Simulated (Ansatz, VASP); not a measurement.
# Al7Sn in VASP and in Ansatz

```
CELL_PARAMETERS angstrom
0.00000 4.13164 4.13164
4.13164 0.00000 4.13164
4.13164 4.13164 0.00000
ATOMIC_POSITIONS crystal
Al 0.00000 0.00000 0.50000
Al 0.00000 0.50000 0.00000
Al 0.00000 0.50000 0.50000
Al 0.50000 0.00000 0.00000
Al 0.50000 0.00000 0.50000
Al 0.50000 0.50000 0.00000
Al 0.50000 0.50000 0.50000
Sn 0.00000 0.00000 0.00000
```

Alike in both runs: task single point; functional PBE; k mesh 4 × 4 × 4; occupations gaussian, width 0.1 eV; no spin polarisation.

|  | VASP | Ansatz |
| --- | --- | --- |
| version | VASP 6.6.1 | Ansatz 0.2.0 |
| potentials or method | VASP PAW PBE potentials, release 64 (Al, Sn_d), cutoff 520 eV | scalar-relativistic, plane waves, PAW |
| valence electrons in the cell | 35 | 35 |

```tsv
	VASP	Ansatz	Ansatz less VASP
gap on the k mesh at the Fermi level (eV)	none	none	-
pressure (GPa)	1.3	1.3	+0.03
```

A gap of «none» marks a metal or a gap that the smearing closes. The functional is the same, so the differences come from potentials, cutoffs and numerics.
